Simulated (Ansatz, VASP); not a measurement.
# Two plane-wave programs on Rh

```
CELL_PARAMETERS angstrom
4.32185 0.00000 0.00000
-2.16092 3.74283 0.00000
0.00000 0.00000 2.68211
ATOMIC_POSITIONS crystal
Rh 0.00000 0.00000 0.00000
Rh 0.33333 0.66667 0.50000
Rh 0.66667 0.33333 0.50000
```

Alike in both runs: task relaxation of cell and atoms; functional PBE; k mesh 12 × 12 × 18; occupations gaussian, width 0.1 eV; no spin polarisation.

```csv
,VASP,Ansatz
version,VASP 6.6.1,Ansatz 0.2.0
potentials or method,"VASP PAW PBE potentials, release 64 (Rh_pv), cutoff 600 eV","scalar-relativistic, plane waves, PAW"
valence electrons in the cell,45,51
```

Ansatz gave:

* gap on the k mesh at the Fermi level, each at its own relaxed structure (eV): none
* relaxed volume (Å³/atom): 14.43
* relaxed cell length with the largest relative difference (Å): 2.658

Q: Estimate VASP's values.

A: gap on the k mesh at the Fermi level, each at its own relaxed structure (eV): none; relaxed volume (Å³/atom): 14.43; relaxed cell length with the largest relative difference (Å): 2.657.

A gap of «none» marks a metal or a gap that the smearing closes. VASP's potentials hold 45 valence electrons a cell and Ansatz's 51, so a difference there can come from the potentials and not from the codes.
